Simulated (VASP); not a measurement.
Write the native input for VASP 6.6.1 that does the following.

```yaml
Task: single point
Functional: PBE
Potentials_or_basis: VASP PAW PBE potentials, release 64 (Tl_d, Br)
Cutoff: 500 eV
k_mesh: 8 × 8 × 8
Occupations: fermi-dirac, width 0.03 eV
Spin: no spin polarisation
Dipole_correction: no
Further_INCAR_settings: ALGO = Normal; EDIFF = 1e-06; NBANDS = 17
```

The structure of TlBr lies in POSCAR:

```
TlBr
1.0
    3.9298962480      0.0000000000      0.0000000000
    0.0000000000      3.9298962480      0.0000000000
    0.0000000000      0.0000000000      3.9298962480
Tl Br
1 1
Direct
    0.0000000000      0.0000000000      0.0000000000
    0.5000000000      0.5000000000      0.5000000000
```

The input as run:

INCAR

```
PREC     = Accurate       # precision mode
ENCUT    = 500            # plane-wave cutoff, eV
EDIFF    = 1E-6           # SCF threshold, eV
ISMEAR   = -1             # smearing method
SIGMA    = 0.03           # smearing width, eV
LREAL    = F              # projectors in reciprocal space
LASPH    = T              # aspherical terms in the spheres
NELM     = 120            # most SCF steps
ALGO     = Normal         # electronic algorithm
ISIF     = 2              # what is computed and relaxed
LWAVE    = F              # write WAVECAR
LCHARG   = F              # write CHGCAR
GGA      = PE             # functional
NBANDS   = 17             # bands
GGA_COMPAT= F
```

KPOINTS

```
Automatic mesh
0
Gamma
  8 8 8
```

Potentials or basis: VASP PAW PBE potentials, release 64 (Tl_d, Br).

Launch:

```sh
$ cat potpaw_PBE.64/Tl_d/POTCAR potpaw_PBE.64/Br/POTCAR > POTCAR
$ mpirun -np 1 vasp_std > vasp.out
```

Results of the run:

| Property | Result |
| --- | --- |
| Pressure | 2.3 GPa |
| Band gap on the k mesh | 1.76 eV |

Caveat: spin-orbit coupling is left out, which moves the levels of the heavy elements.

It took 38 s on 1 thread of AMD EPYC 7R13, on a shared host, peak memory 0.16 GiB.
